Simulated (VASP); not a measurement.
Set up this calculation in VASP 6.6.1, as the native input.

| Quantity | Value |
| --- | --- |
| Task | single point |
| Functional | LDA |
| Potentials or basis | VASP PAW LDA potentials, release 64 (Ta_pv, N) |
| Cutoff | 520 eV |
| k mesh | 18 × 18 × 18 |
| Occupations | gaussian, width 0.15 eV |
| Spin | no spin polarisation |
| Dipole correction | no |
| Further INCAR settings | ALGO = Normal; EDIFF = 1e-06; NBANDS = 15 |

The structure of TaN lies in POSCAR:

```
TaN
1.0
    0.0000000000      2.1453515913      2.1742693740
    2.1453515913      0.0000000000      2.1742693740
    2.1453515913      2.1453515913      0.0000000000
Ta N
1 1
Direct
    0.4989105691      0.5010894309      0.5010894309
    0.0140736932     -0.0140736932     -0.0140736932
```

This cell differs from its parent crystal: atoms displaced along a vibrational mode, the cell strained.

These files were run (other wordings do the same):

INCAR

```
SYSTEM = TaN
PREC     = Accurate       ! precision mode
ENCUT    = 520            ! plane-wave cutoff, eV
EDIFF    = 1E-6           ! SCF threshold, eV
ISMEAR   = 0              ! smearing method
SIGMA    = 0.15           ! smearing width, eV
LREAL    = .False.        ! projectors in reciprocal space
LASPH    = .True.         ! aspherical terms in the spheres
NELM     = 60             ! most SCF steps
ALGO     = Normal         ! electronic algorithm
ISIF     = 2              ! what is computed and relaxed
LWAVE    = .False.        ! write WAVECAR
LCHARG   = .False.        ! write CHGCAR
NBANDS   = 15             ! bands
```

KPOINTS

```
regular mesh
0
Gamma
  18 18 18
  0 0 0
```

Potentials or basis: VASP PAW LDA potentials, release 64 (Ta_pv, N).

Launch:

```sh
$ cat potpaw_LDA.64/Ta_pv/POTCAR potpaw_LDA.64/N/POTCAR > POTCAR
$ mpirun -np 1 vasp_std > vasp.out
```

Results of the run:

```json
{
  "Pressure": "14.0 GPa",
  "Largest force": "0.742 eV/Å",
  "Band gap on the k mesh": "zero (bands 8 and 9 overlap by 4.25 eV)"
}
```

Caveat: the cell differs from its parent crystal (atoms displaced along a vibrational mode, the cell strained); the cell stands under pressure; spin-orbit coupling is left out, which moves the levels of the heavy elements.

Run time: 2.4 min on 1 thread of AMD EPYC 9R14 (Zen 4) (shared host), peak memory 0.32 GiB.
